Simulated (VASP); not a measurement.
# Ni (Fmmm) in VASP: single point with r2SCAN

Aim: the single point of Ni with r2SCAN.

Program: VASP 6.6.1. These are calculated values, not measurements. Logs are shortened: lines on timing, memory, paths and dates and some standing lists are left out, and cuts for length are marked.

### 1 The cell of the first run

The structure is orthorhombic, space group Fmmm (No. 69). Conventional cell: a = 2.437 Å, b = 4.138 Å, c = 8.767 Å, α = 90.00°, β = 90.00°, γ = 90.00°. Within 3.1 Å of Ni (site symmetry mm2) lie 11 Ni at 2.31 to 2.93 Å.

### 2 Single point, r2SCAN, collinear spin, ferromagnetic start

POSCAR

```
Ni
1.0
    1.2185981630     -4.3833680097      0.0000000000
    1.2185981630      4.3833680097      0.0000000000
    0.0000000000      0.0000000000      4.1375413233
Ni
4
Direct
    0.1319633540      0.8680366460      1.0000110043
    0.6319633540      0.3680366460      0.4999889957
    0.8680366460      0.1319633540     -0.0000110043
    0.3680366460      0.6319633540      0.5000110043
```

INCAR.step1

```
ALGO     = Normal         # electronic algorithm
EDIFF    = 1E-4           # SCF threshold, eV
ENCUT    = 520            # plane-wave cutoff, eV
GGA      = PE             # functional
ISMEAR   = 0              # smearing method
ISPIN    = 2              # spin polarisation
LASPH    = T              # aspherical terms in the spheres
LCHARG   = F              # write CHGCAR
LMAXMIX  = 4              # l up to which the mixer works
LREAL    = F              # projectors in reciprocal space
LWAVE    = T              # write WAVECAR
MAGMOM   = 0.93 0.93 0.93 0.93 # initial moments
NBANDS   = 32             # bands
NELM     = 150            # most SCF steps
PREC     = Accurate       # precision mode
SIGMA    = 0.1            # smearing width, eV
```

INCAR.step2

```
ALGO     = Normal         # electronic algorithm
EDIFF    = 1E-6           # SCF threshold, eV
ENCUT    = 520            # plane-wave cutoff, eV
ISIF     = 2              # what is computed and relaxed
ISMEAR   = 0              # smearing method
ISPIN    = 2              # spin polarisation
ISTART   = 1            
LASPH    = T              # aspherical terms in the spheres
LCHARG   = F              # write CHGCAR
LMAXMIX  = 4              # l up to which the mixer works
LMIXTAU  = T            
LORBIT   = 11             # projections on sites
LREAL    = F              # projectors in reciprocal space
LWAVE    = F              # write WAVECAR
MAGMOM   = 0.93 0.93 0.93 0.93 # initial moments
METAGGA  = R2SCAN         # meta-GGA
NBANDS   = 32             # bands
NELM     = 150            # most SCF steps
PREC     = Accurate       # precision mode
SIGMA    = 0.1            # smearing width, eV
```

KPOINTS

```
k-points
0
Gamma
  6 6 6
```

Potentials or basis: VASP PAW PBE potentials, release 64 (Ni).

The run is started by

```sh
$ cat potpaw_PBE.64/Ni/POTCAR > POTCAR
$ cp INCAR.step1 INCAR
$ mpirun -np 1 vasp_std > vasp.out
$ cp INCAR.step2 INCAR
$ mpirun -np 1 vasp_std > vasp.out
```

OUTCAR:

```text
EDIFF = 1E-6
   ENCUT = 520
   ISIF = 2
   ISMEAR = 0
   ISPIN = 2
   ISTART = 1
   LASPH = T
   LORBIT = 11
   LREAL = F
   METAGGA = R2SCAN
   NELM = 150
   PREC = Accurate

 ion  position               nearest neighbor table
   1  0.132  0.868  0.000-   3 2.31   2 2.40   2 2.40   2 2.40   2 2.40   3 2.40   3 2.40   4 2.93
                             4 2.93
   2  0.632  0.368  0.500-   4 2.31   1 2.40   1 2.40   1 2.40   1 2.40   4 2.40   4 2.40   3 2.93
                             3 2.93
   3  0.868  0.132  1.000-   1 2.31   4 2.40   4 2.40   4 2.40   4 2.40   1 2.40   1 2.40   2 2.93
                             2 2.93
   4  0.368  0.632  0.500-   2 2.31   3 2.40   3 2.40   3 2.40   3 2.40   2 2.40   2 2.40   1 2.93
                             1 2.93

  LATTYP: Found a base centered orthorhombic cell.
 ALAT       =     2.4371963260
 B/A-ratio  =     3.5970577856
 C/A-ratio  =     1.6976643527

  Lattice vectors:

 A1 = (   1.2185981630,  -4.3833680097,   0.0000000000)
 A2 = (   1.2185981630,   4.3833680097,   0.0000000000)
 A3 = (   0.0000000000,   0.0000000000,   4.1375413233)

Analysis of symmetry for initial positions (statically):
=====================================================================
 Subroutine PRICEL returns:
 Original cell was already a primitive cell.

 Routine SETGRP: Setting up the symmetry group for a
 base centered orthorhombic supercell.

 Subroutine GETGRP returns: Found  8 space group operations
 (whereof  4 operations were pure point group operations)
 out of a pool of  8 trial point group operations.

The static configuration has the point symmetry C_2h.
 The point group associated with its full space group is D_2h.

Analysis of symmetry for dynamics (positions and initial velocities):
=====================================================================
 Subroutine PRICEL returns:
 Original cell was already a primitive cell.

 Routine SETGRP: Setting up the symmetry group for a
 base centered orthorhombic supercell.

 Subroutine GETGRP returns: Found  8 space group operations
 (whereof  4 operations were pure point group operations)
 out of a pool of  8 trial point group operations.

The dynamic configuration has the point symmetry C_2h.
 The point group associated with its full space group is D_2h.

Analysis of structural, dynamic, and magnetic symmetry:
=====================================================================
 Subroutine PRICEL returns:
 Original cell was already a primitive cell.

 Routine SETGRP: Setting up the symmetry group for a
 base centered orthorhombic supercell.

 Subroutine GETGRP returns: Found  8 space group operations
 (whereof  4 operations were pure point group operations)
 out of a pool of  8 trial point group operations.

The overall configuration has the point symmetry C_2h.
 The point group associated with its full space group is D_2h.

 Subroutine INISYM returns: Found  8 space group operations
 (whereof  4 operations are pure point group operations),
 and found     1 'primitive' translations

----------------------------------------------------------------------------------------

                                     Primitive cell

  volume of cell :      44.2019

  direct lattice vectors                    reciprocal lattice vectors
     1.218598163 -4.383368010  0.000000000     0.410307528 -0.114067539  0.000000000
     1.218598163  4.383368010  0.000000000     0.410307528  0.114067539  0.000000000
     0.000000000  0.000000000  4.137541323     0.000000000  0.000000000  0.241689429

  length of vectors
     4.549604004  4.549604004  4.137541323     0.425868138  0.425868138  0.241689429

  position of ions in fractional coordinates (direct lattice)
     0.131963354  0.868036646  0.000011004
     0.631963354  0.368036646  0.499988996
     0.868036646  0.131963354  0.999988996
     0.368036646  0.631963354  0.500011004

  ion indices of the primitive-cell ions
   primitive index   ion index
                 1           1
                 2           2
                 3           3
                 4           4

----------------------------------------------------------------------------------------

 KPOINTS: k-points

Automatic generation of k-mesh.
 Grid dimensions read from file:
 generate k-points for:    6    6    6

 Generating k-lattice:

  Cartesian coordinates                     Fractional coordinates (reciprocal lattice)
     0.068384588 -0.019011256  0.000000000     0.166666667 -0.000000000  0.000000000
     0.068384588  0.019011256  0.000000000    -0.000000000  0.166666667  0.000000000
     0.000000000  0.000000000  0.040281572     0.000000000  0.000000000  0.166666667

  Length of vectors
     0.070978023  0.070978023  0.040281572

  Shift w.r.t. Gamma in fractional coordinates (k-lattice)
     0.000000000  0.000000000  0.000000000

 Subroutine IBZKPT returns following result:
 ===========================================

 Found     52 irreducible k-points:

 Following reciprocal coordinates:
            Coordinates               Weight
  0.000000  0.000000  0.000000      1.000000
  0.166667  0.000000  0.000000      4.000000
  0.333333  0.000000  0.000000      4.000000
  0.500000  0.000000  0.000000      2.000000
  0.166667  0.166667  0.000000      2.000000
  0.333333  0.166667  0.000000      4.000000
[... 16 lines left out ...]
  0.333333  0.333333  0.166667      4.000000
  0.500000  0.333333  0.166667      8.000000
 [... further k-points ...]
   k-points           NKPTS =     52   k-points in BZ     NKDIM =     52   number of bands    NBANDS=     32
   number of dos      NEDOS =    301   number of ions     NIONS =      4
   total plane-waves  NPLWV =  41472
   dimension x,y,z NGX =    36 NGY =   36 NGZ =   32
   dimension x,y,z NGXF=    72 NGYF=   72 NGZF=   64
   ions per type =               4
   NGX,Y,Z   is equivalent  to a cutoff of  13.15, 13.15, 12.86 a.u.
   NGXF,Y,Z  is equivalent  to a cutoff of  26.31, 26.31, 25.72 a.u.
 SYSTEM =  unknown system
   PREC   = accura    normal or accurate (medium, high low for compatibility)
   ISTART =      1    job   : 0-new  1-cont  2-samecut
   ICHARG =      0    charge: 1-file 2-atom 10-const
   ISPIN  =      2    spin polarized calculation?
   LNONCOLLINEAR =      F non collinear calculations
   LSORBIT =      F    spin-orbit coupling
   LASPH  =      T    aspherical Exc in radial PAW
   ENCUT  =  520.0 eV  38.22 Ry    6.18 a.u.   8.46  8.46  7.69*2*pi/ulx,y,z
   NELM   =    150;   NELMIN=  2; NELMDL=  0     # of ELM steps
   EDIFF  = 0.1E-05   stopping-criterion for ELM
   LREAL  =      F    real-space projection
   EDIFFG = 0.1E-04   stopping-criterion for IOM
   NSW    =      0    number of steps for IOM
   IBRION =     -1    ionic relax: 0-MD 1-quasi-New 2-CG
   NFREE  =      0    steps in history (QN), initial steepest desc. (CG)
   ISIF   =      2    stress and relaxation
   ISYM   =      2    0-nonsym 1-usesym 2-fastsym
   POTIM  = 0.5000    time-step for ionic-motion
   TEBEG  =    0.0;   TEEND  =   0.0 temperature during run
   PSTRESS=    0.0 pullay stress
   NELECT =      40.0000    total number of electrons
   NUPDOWN=      -1.0000    fix difference up-down
   EMIN   =  10.00;   EMAX   =-10.00  energy-range for DOS
   EFERMI =   0.00;   METHOD = LEGACY
   ISMEAR =     0;   SIGMA  =   0.10  broadening in eV -4-tet -1-fermi 0-gaus
   EFERMI_NEDOS =   21; number of points for ismear=-14 and -15
   IALGO  =     38    algorithm
   IMIX   =      4    mixing-type and parameters
     AMIX     =   0.40;   BMIX     =  1.00
     AMIX_MAG =   1.60;   BMIX_MAG =  1.00
  volume/ion in A,a.u.               =      11.05        74.57
  Fermi-wavevector in a.u.,A,eV,Ry     =   1.583487  2.992357 34.115681  2.507432
  Thomas-Fermi vector in A             =   2.683250
   LORBIT       =     11    0 simple, 1 ext, 2 COOP (PROOUT), +10 PAW based schemes
   METAGGA = R2SCAN    functional components
   LHFCALC =     F    Hartree Fock is set to
   AEXX    =    0.0000 exact exchange contribution
   IVDW    =     0    specifies the selected vdW correction
   LEPSILON=     F    determine dielectric tensor
   LRPA    =     F    only Hartree local field effects (RPA)
 spin polarized calculation
 Gauss-broadening in eV      SIGMA  =   0.10
  energy-cutoff  :      520.00
  volume of cell :       44.20
 maximum number of plane-waves:      1209
 NGX is ok and might be reduce to    36
   NGX = 17   NGY = 17   NGZ = 15

 number of electron      40.0000035 magnetization       2.7029643

 Free energy of the ion-electron system (eV)
  ---------------------------------------------------
  ext. energy  EPLUGINS =         0.00000000
  ---------------------------------------------------
  free energy    TOTEN  =       -46.79159584 eV

  energy without entropy =      -46.77397670  energy(sigma->0) =      -46.78278627

 E-fermi :   8.9458     XC(G=0): -14.1958

 val. band max:        8.9418542457   @ k =   0.1667   0.1667   0.1667
 cond. band min:       8.9466771984   @ k =  -0.3333   0.3333   0.3333
 fundamental gap:      0.0048229527
 Fermi energy:         8.9457852921

 spin component 1

 k-point     1 :       0.0000    0.0000    0.0000
  band No.  band energies     occupation
      1      -0.1535      1.00000
      2       3.8779      1.00000
      3       4.0053      1.00000
      4       4.3361      1.00000
      5       4.5395      1.00000
      6       5.2380      1.00000
[... 829 lines left out ...]
     31      27.0592      0.00000
     32      27.5344      0.00000

 [... further k-points ...]

 spin component 2

 k-point     1 :       0.0000    0.0000    0.0000
  band No.  band energies     occupation
      1      -0.3645      1.00000
      2       4.5398      1.00000
      3       4.5487      1.00000
      4       4.6393      1.00000
      5       5.3945      1.00000
      6       6.4223      1.00000
[... 829 lines left out ...]
     31      27.1924      0.00000
     32      27.6467      0.00000

 [... further k-points ...]
[... 5 lines left out ...]
  --------------------------------------------------------------------------------------
  -------------------------------------------------------------------------------------
  Total        0.0585195     -0.0635863      0.0340359      0.0000000      0.0000000      0.0000000
  in kB        2.1211463     -2.3047993      1.2336922      0.0000000      0.0000000      0.0000000
  external PRESSURE =       0.3500131 kB  Pullay stress =       0.0000000 kB

 VOLUME and BASIS-vectors are now :
 -----------------------------------------------------------------------------
  energy-cutoff  :      520.00
  volume of cell :       44.20
      direct lattice vectors                 reciprocal lattice vectors
     1.218598163 -4.383368010  0.000000000     0.410307528 -0.114067539  0.000000000
     1.218598163  4.383368010  0.000000000     0.410307528  0.114067539  0.000000000
     0.000000000  0.000000000  4.137541323     0.000000000  0.000000000  0.241689429

 POSITION                                       TOTAL-FORCE (eV/Angst)
 -----------------------------------------------------------------------------------
      1.21860      3.22648      0.00005         0.000000      0.012324     -0.000727
      1.21860     -1.15689      2.06873         0.000000      0.012324      0.000727
      1.21860     -3.22648      4.13750         0.000000     -0.012324      0.000727
      1.21860      1.15689      2.06882         0.000000     -0.012324     -0.000727
 -----------------------------------------------------------------------------------
    total drift:                                0.000000     -0.000000     -0.000000

  FREE ENERGIE OF THE ION-ELECTRON SYSTEM (eV)
  ---------------------------------------------------
  free  energy   TOTEN  =       -46.7915958440 eV

  energy  without entropy=      -46.7739767033  energy(sigma->0) =      -46.78278627

 total charge

# of ion       s       p       d       tot
------------------------------------------
    1        0.529   0.503   8.357   9.389
    2        0.529   0.503   8.357   9.389
    3        0.529   0.503   8.357   9.389
    4        0.529   0.503   8.357   9.389
--------------------------------------------------
tot          2.118   2.012  33.427  37.556

 magnetization (x)

# of ion       s       p       d       tot
------------------------------------------
    1       -0.014  -0.036   0.744   0.693
    2       -0.014  -0.036   0.744   0.693
    3       -0.014  -0.036   0.744   0.693
    4       -0.014  -0.036   0.744   0.693
--------------------------------------------------
tot         -0.057  -0.146   2.975   2.772
```

Run time: 9.8 min. Hardware: 1 thread of Oxide Virtual Turin-like, shared host; peak memory 0.27 GiB.

What came out:

```
Free energy                                           : -46.7916 eV
Pressure                                              : 0.0 GPa
Largest force                                         : 0.012 eV/Å
Net moment                                            : 2.70 μB per cell
Site moments                                          : Ni +0.69 μB
Valence electrons inside the program's atomic spheres : Ni 9.39
```

Forces in eV/Å, atoms in the order of the input:
```
Ni   0.000  0.012 -0.001
Ni   0.000  0.012  0.001
Ni   0.000 -0.012  0.001
Ni   0.000 -0.012 -0.001
```

Levels at points of the mesh, in eV from the Fermi level:
Spin up:
| k point | band 19 | band 20 | band 21 | band 22 | band 23 | band 24 | band 25 | band 26 |
| --- | --- | --- | --- | --- | --- | --- | --- | --- |
| (0.00, 0.00, 0.00) | -0.63 | -0.59 | -0.58 | -0.38 | -0.37 | 4.35 | 5.53 | 7.28 |
| (0.50, 0.00, 0.00) | -0.74 | -0.74 | 1.33 | 1.33 | 4.56 | 4.56 | 9.87 | 9.87 |
| (0.50, 0.50, 0.00) | -0.81 | -0.67 | -0.60 | -0.54 | 2.98 | 3.79 | 6.03 | 6.10 |
| (0.00, 0.00, 0.50) | -1.24 | -1.24 | -1.00 | -1.00 | 3.26 | 3.26 | 4.98 | 4.98 |
| (0.50, 0.00, 0.50) | -0.68 | -0.68 | 1.23 | 1.23 | 3.45 | 3.45 | 5.78 | 5.78 |
| (0.50, 0.50, 0.50) | -0.86 | -0.86 | -0.76 | -0.76 | -0.70 | -0.70 | 13.30 | 13.30 |
Spin down:
```
           k point  band 16  band 17  band 18  band 19  band 20  band 21
(0.00, 0.00, 0.00)    -0.56    -0.51    -0.45    -0.05    -0.03     0.55
(0.50, 0.00, 0.00)    -0.61    -0.58    -0.58     0.57     0.57     2.15
(0.50, 0.50, 0.00)    -0.53    -0.30    -0.29     0.26     0.49     0.51
(0.00, 0.00, 0.50)    -0.55    -0.52    -0.52    -0.42    -0.42    -0.20
(0.50, 0.00, 0.50)    -0.29     0.65     0.65     0.67     0.67     1.88
(0.50, 0.50, 0.50)    -0.72    -0.40    -0.40    -0.28    -0.28    -0.21
```

Caveat: the k points lie up to 0.45 Å⁻¹ apart; the PAW data sets were made with another functional, which shifts forces and pressure a little.
